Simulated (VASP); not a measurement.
# AlN (F-43m) in VASP: notebook, part 2 of 2

VASP 6.6.1. Earlier steps stand in the parts before.

## (5) Single point, PBE

This run uses another cell than the first one, of 10.36 Å³/atom, 0.971 times its volume.

INCAR reads:

```
PREC     = Accurate       # precision mode
ENCUT    = 600            # plane-wave cutoff, eV
EDIFF    = 1E-6           # SCF threshold, eV
ISMEAR   = 1              # smearing method
SIGMA    = 0.1            # smearing width, eV
LREAL    = F              # projectors in reciprocal space
LASPH    = T              # aspherical terms in the spheres
NELM     = 120            # most SCF steps
ALGO     = Normal         # electronic algorithm
ISIF     = 2              # what is computed and relaxed
LWAVE    = F              # write WAVECAR
LCHARG   = F              # write CHGCAR
GGA      = PE             # functional
NBANDS   = 11             # bands
GGA_COMPAT= F
```

KPOINTS reads:

```
Automatic mesh
0
Gamma
  8 8 8
```

POSCAR reads:

```
AlN
1.0
    0.0000000000      2.1800765739      2.1800765739
    2.1800765739      0.0000000000      2.1800765739
    2.1800765739      2.1800765739      0.0000000000
Al N
1 1
Direct
    0.0000000000      0.0000000000      0.0000000000
    0.7500000000      0.7500000000      0.7500000000
```

Potentials or basis: VASP PAW PBE potentials, release 64 (Al, N).

On the command line:

```sh
cat potpaw_PBE.64/Al/POTCAR potpaw_PBE.64/N/POTCAR > POTCAR
mpirun -np 1 vasp_std > vasp.out
```

OUTCAR:

```text
PREC = Accurate
   ENCUT = 600
   EDIFF = 1E-6
   ISMEAR = 1
   LREAL = F
   LASPH = T
   NELM = 120
   ISIF = 2
   GGA = PE

 ion  position               nearest neighbor table
   1  0.000  0.000  0.000-   2 1.89   2 1.89   2 1.89   2 1.89
   2  0.750  0.750  0.750-   1 1.89   1 1.89   1 1.89   1 1.89

  LATTYP: Found a face centered cubic cell.
 ALAT       =     4.3601531478

  Lattice vectors:

 A1 = (   0.0000000000,   2.1800765739,   2.1800765739)
 A2 = (   2.1800765739,   0.0000000000,   2.1800765739)
 A3 = (   2.1800765739,   2.1800765739,   0.0000000000)

Analysis of symmetry for initial positions (statically):
=====================================================================
 Subroutine PRICEL returns:
 Original cell was already a primitive cell.

 Routine SETGRP: Setting up the symmetry group for a
 face centered cubic supercell.

 Subroutine GETGRP returns: Found 24 space group operations
 (whereof 24 operations were pure point group operations)
 out of a pool of 48 trial point group operations.

The static configuration has the point symmetry T_d .

Analysis of symmetry for dynamics (positions and initial velocities):
[... 174 lines left out ...]
      6      18.6347      0.00000
      7      18.6347      0.00000
      8      18.6347      0.00000
      9      23.7528      0.00000
     10      23.7528      0.00000
     11      25.1651      0.00000
[... 309 lines left out ...]
 k-point    24 :      -0.3750    0.2500    0.1250
  band No.  band energies     occupation
      1      -6.6053      2.00000
      2       0.8615      2.00000
      3       3.7919      2.00000
      4       4.9013      2.00000
      5      13.1405      0.00000
      6      15.3240      0.00000
      7      18.2460      0.00000
      8      18.7554      0.00000
      9      23.2703      0.00000
     10      24.8553      0.00000
     11      28.1400      0.00000

 [... further k-points ...]

------------------------ aborting loop because EDIFF is reached ----------------------------------------

  FORCE on cell =-STRESS in cart. coord.  units (eV):
  Direction    XX          YY          ZZ          XY          YZ          ZX
  --------------------------------------------------------------------------------------
  -------------------------------------------------------------------------------------
  Total        0.7258974      0.7258974      0.7258974      0.0000000      0.0000000     -0.0000000
  in kB       56.1229590     56.1229590     56.1229590      0.0000000      0.0000000     -0.0000000
  external PRESSURE =      56.1229590 kB  Pullay stress =       0.0000000 kB

 VOLUME and BASIS-vectors are now :
 -----------------------------------------------------------------------------
  energy-cutoff  :      600.00
  volume of cell :       20.72
      direct lattice vectors                 reciprocal lattice vectors
     0.000000000  2.180076574  2.180076574    -0.229349742  0.229349742  0.229349742
     2.180076574  0.000000000  2.180076574     0.229349742 -0.229349742  0.229349742
     2.180076574  2.180076574  0.000000000     0.229349742  0.229349742 -0.229349742

 POSITION                                       TOTAL-FORCE (eV/Angst)
 -----------------------------------------------------------------------------------
      0.00000      0.00000      0.00000        -0.000000      0.000000      0.000000
      3.27011      3.27011      3.27011         0.000000     -0.000000     -0.000000
 -----------------------------------------------------------------------------------
    total drift:                               -0.000000     -0.000000     -0.000000

  FREE ENERGIE OF THE ION-ELECTRON SYSTEM (eV)
  ---------------------------------------------------
  free  energy   TOTEN  =       -14.8379179080 eV

  energy  without entropy=      -14.8383623990  energy(sigma->0) =      -14.83806607
```

It took 15 s on 1 thread of Intel Xeon 8259CL, shared host; peak memory 0.15 GiB.

Results:

| Item | Value |
| --- | --- |
| Free energy | -14.8379 eV |
| Pressure | 5.6 GPa |
| Band gap on the k mesh | 3.32 eV, indirect (least direct gap 4.24 eV) |

A k mesh can miss the band edges.

## (6) Single point, PBE

This run uses another cell than the first one, of 10.27 Å³/atom, 0.962 times its volume.

INCAR reads:

```
SYSTEM = AlN
PREC     = Accurate       ! precision mode
ENCUT    = 600            ! plane-wave cutoff, eV
EDIFF    = 1E-6           ! SCF threshold, eV
ISMEAR   = 1              ! smearing method
SIGMA    = 0.1            ! smearing width, eV
LREAL    = .False.        ! projectors in reciprocal space
LASPH    = .True.         ! aspherical terms in the spheres
NELM     = 120            ! most SCF steps
ALGO     = Normal         ! electronic algorithm
ISIF     = 2              ! what is computed and relaxed
LWAVE    = .False.        ! write WAVECAR
LCHARG   = .False.        ! write CHGCAR
GGA      = PE             ! functional
NBANDS   = 11             ! bands
GGA_COMPAT= .False.
```

KPOINTS reads:

```
regular mesh
0
Gamma
  8 8 8
  0 0 0
```

POSCAR reads:

```
AlN
1.0
    0.0000000000      2.1733846748      2.1733846748
    2.1733846748      0.0000000000      2.1733846748
    2.1733846748      2.1733846748      0.0000000000
Al N
1 1
Direct
    0.0000000000      0.0000000000      0.0000000000
    0.7500000000      0.7500000000      0.7500000000
```

Potentials or basis: VASP PAW PBE potentials, release 64 (Al, N).

On the command line:

```sh
cat potpaw_PBE.64/Al/POTCAR potpaw_PBE.64/N/POTCAR > POTCAR
mpirun -np 1 vasp_std > vasp.out
```

Wall time 15 s (1 thread of Intel Xeon 8259CL, shared host); peak memory 0.15 GiB.

Results (log left out):

* Free energy: -14.8297 eV
* Pressure: 7.6 GPa
* Band gap on the k mesh: 3.33 eV, indirect (least direct gap 4.33 eV)

Levels at points of the mesh, in eV from the valence-band top:
```tsv
k point	band 2	band 3	band 4	band 5	band 6	band 7
(0.00, 0.00, 0.00)	0.00	0.00	0.00	4.33	12.71	12.71
(0.50, 0.00, 0.00)	-5.92	-0.48	-0.48	7.51	9.97	11.24
(0.50, 0.50, 0.00)	-4.95	-1.79	-1.79	3.33	8.70	14.16
```

A k mesh can miss the band edges. PBE gaps usually lie below the measured ones, often by a third to a half.

## (7) Overview

| cell | gap on the mesh (eV) | pressure (GPa) |
| --- | --- | --- |
| a = 3.113 Å, angles 60.0°, 2 atoms | 3.31 | -0.4 |
| a = 3.103 Å, angles 60.0°, 2 atoms | 3.31 | 1.6 |
| a = 3.093 Å, angles 60.0°, 2 atoms | 3.32 | 3.6 |
| a = 3.083 Å, angles 60.0°, 2 atoms | 3.32 | 5.6 |
| a = 3.074 Å, angles 60.0°, 2 atoms | 3.33 | 7.6 |

Alike in all rows: task single point; level PBE; potentials or basis VASP PAW PBE potentials, release 64 (Al, N); no spin polarisation; k mesh 8 × 8 × 8; cutoff (eV) 600; smearing methfessel-paxton 0.1 eV.

Absolute energies hang on the potentials; compare differences alone.
